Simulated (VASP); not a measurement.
As: single point with PBEsol

As, a slab with vacuum:

```xyz
4
Lattice="3.7052 0.0000 0.0000 0.0000 36.6594 0.0000 0.0000 0.0000 5.1098" Properties=species:S:1:pos:R:3 pbc="T T T"
As    0.0000   35.5862    2.9979
As    0.0000    1.0731    2.1119
As    1.8526    1.0731    0.4430
As    1.8526   35.5862    4.6668
```

This cell differs from its parent crystal: P replaced by As, lengths x 1.067, strained.

```yaml
Program: VASP 6.6.1
Task: single point
Functional: PBEsol
Potentials_or_basis: VASP PAW PBE potentials, release 64 (As)
Cutoff: 520 eV
k_mesh: 6 × 1 × 4
Occupations: gaussian, width 0.1 eV
Spin: no spin polarisation
Dipole_correction: no
Further_INCAR_settings: ALGO = Fast; EDIFF = 1e-06; NBANDS = 18
```

The largest force is 1.570 eV/Å. The band gap on the k mesh is 1.09 eV (least direct gap 1.46 eV).

Forces on the atoms (eV/Å):
```
As   0.000 -1.546  0.274
As   0.000  1.546 -0.274
As   0.000  1.546  0.274
As   0.000 -1.546 -0.274
```

Levels at points of the mesh, in eV from the valence-band top:
```
           k point  band 6  band 7  band 8  band 9  band 10  band 11  band 12  band 13  band 14  band 15
(0.00, 0.00, 0.00)   -3.70   -2.90   -0.98   -0.81     0.00     1.70     1.89     1.89     2.49     4.76
(0.50, 0.00, 0.00)   -4.27   -2.43   -2.43   -1.57    -1.57     1.33     1.33     2.43     2.43     4.32
(0.00, 0.00, 0.50)   -2.33   -2.03   -2.03   -1.41    -1.41     1.52     1.52     3.37     3.37     3.96
(0.50, 0.00, 0.50)   -4.23   -3.89   -3.89   -0.70    -0.70     2.57     2.57     3.70     3.70     5.24
```

Run time: 2.4 min on 1 thread of Intel(R) Xeon(R) 6975P-C (Granite Rapids), on a shared host, peak memory 0.69 GiB.

Caveat: the cell differs from its parent crystal (P replaced by As, lengths x 1.067, strained); the PAW data sets were made with another functional, which shifts forces and pressure a little.
